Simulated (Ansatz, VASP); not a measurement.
# One calculation of GaSbTe4, two programs

File INCAR:

```
SYSTEM = GaSbTe4
ALGO = Normal
EDIFF = 1E-7
ENCUT = 520
GGA = PE
ISIF = 2
ISMEAR = 0
LASPH = .TRUE.
LCHARG = .FALSE.
LREAL = .FALSE.
LWAVE = .FALSE.
NBANDS = 30
NELM = 60
PREC = Accurate
SIGMA = 0.1
```

Contents of KPOINTS:

```
k-points
0
G
  4 4 2
  0 0 0
```

The input POSCAR:

```
GaSbTe4
1.0
    4.3595146800      0.0000000000      0.0000000000
    0.0000000000      4.3595146800      0.0000000000
    0.0000000000      0.0000000000     11.3709752000
Ga Sb Te
1 1 4
Direct
    0.0000000000      0.0000000000      0.0000000000
    0.0000000000      0.0000000000      0.5000000000
    0.5000000000      0.0000000000      0.5000000000
    0.0000000000      0.5000000000      0.5000000000
    0.0000000000      0.0000000000      0.1796219100
    0.0000000000      0.0000000000      0.8203780900
```

Input for Ansatz:

```yaml
crystal:
  lattice:
    - [4.35951468, 0.0, 0.0]
    - [0.0, 4.35951468, 0.0]
    - [0.0, 0.0, 11.3709752]
  atoms:
    - { symbol: Ga, position: [0.0, 0.0, 0.0] }
    - { symbol: Sb, position: [0.0, 0.0, 0.5] }
    - { symbol: Te, position: [0.5, 0.0, 0.5] }
    - { symbol: Te, position: [0.0, 0.5, 0.5] }
    - { symbol: Te, position: [0.0, 0.0, 0.17962191] }
    - { symbol: Te, position: [0.0, 0.0, 0.82037809] }
basis:
  ecutwfc: 420
kpoints:
  mp_grid: { grid: [4, 4, 2] }
hamiltonian:
  xc: pbe
scf:
  occupations: { method: gaussian, width: 0.1 }
  lower_state_search: "off"
output:
  forces: true
  stress: true
  eigenvalues: true
```

Alike in both runs: task single point; functional PBE; k mesh 4 × 4 × 2; occupations gaussian, width 0.1 eV; no spin polarisation.

|  | VASP | Ansatz |
| --- | --- | --- |
| version | VASP 6.6.1 | Ansatz 0.2.0 |
| potentials or method | VASP PAW PBE potentials, release 64 (Ga_d, Sb, Te), cutoff 520 eV | scalar-relativistic, plane waves, PAW |
| valence electrons in the cell | 42 | 92 |

Ansatz gave:

| Property | Result |
| --- | --- |
| gap on the k mesh at the Fermi level (eV) | none |
| rms of the force components (eV/Å) | 3.205 |

Q: Estimate VASP's values.

A: gap on the k mesh at the Fermi level (eV): none; rms of the force components (eV/Å): 3.206.

Atom by atom the forces differ by 0.001 eV/Å (rms over components). A gap of «none» marks a metal or a gap that the smearing closes. The functional is the same, so the differences come from potentials, cutoffs and numerics. VASP's potentials hold 42 valence electrons a cell and Ansatz's 92, so a difference there can come from the potentials and not from the codes.

The k mesh is coarse, so the values compare programs but aren't converged. Neither program's run includes spin-orbit coupling.
